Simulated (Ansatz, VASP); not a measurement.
MgS: VASP beside Ansatz

```
CELL_PARAMETERS angstrom
0.13218 2.84982 2.84982
2.84982 0.13218 2.84982
2.84982 2.84982 0.13218
ATOMIC_POSITIONS crystal
Mg 0.00442 0.00442 0.00442
S 0.24558 0.24558 0.24558
```

Change from the starting cell: epitaxial_111 strain -4.0%.

Alike in both runs: task single point; functional HSE06; k mesh 6 × 6 × 6; no spin polarisation.

|  | VASP | Ansatz |
| --- | --- | --- |
| version | VASP 6.6.1 | Ansatz 0.2.0 |
| potentials or method | VASP PAW PBE potentials, release 64 (Mg, S) | plane waves, PAW |
| plane-wave cutoff (eV) | 520 | 420 |
| occupations | gaussian, width 0.01 eV | fixed |
| valence electrons in the cell | 8 | 16 |

|  | VASP | Ansatz | Ansatz less VASP |
| --- | --- | --- | --- |
| gap on the k mesh at the Fermi level (eV) | 4.50 | 4.52 | +0.017 |
| pressure (GPa) | 3.1 | 3.3 | +0.17 |
| traceless stress, the component that is largest in VASP (GPa) | -1.61 | -1.60 | +0.006 |

VASP's potentials hold 8 valence electrons a cell and Ansatz's 16, so a difference there can come from the potentials and not from the codes. Ansatz's warnings: stress exchange threshold loose, stress scf threshold loose.
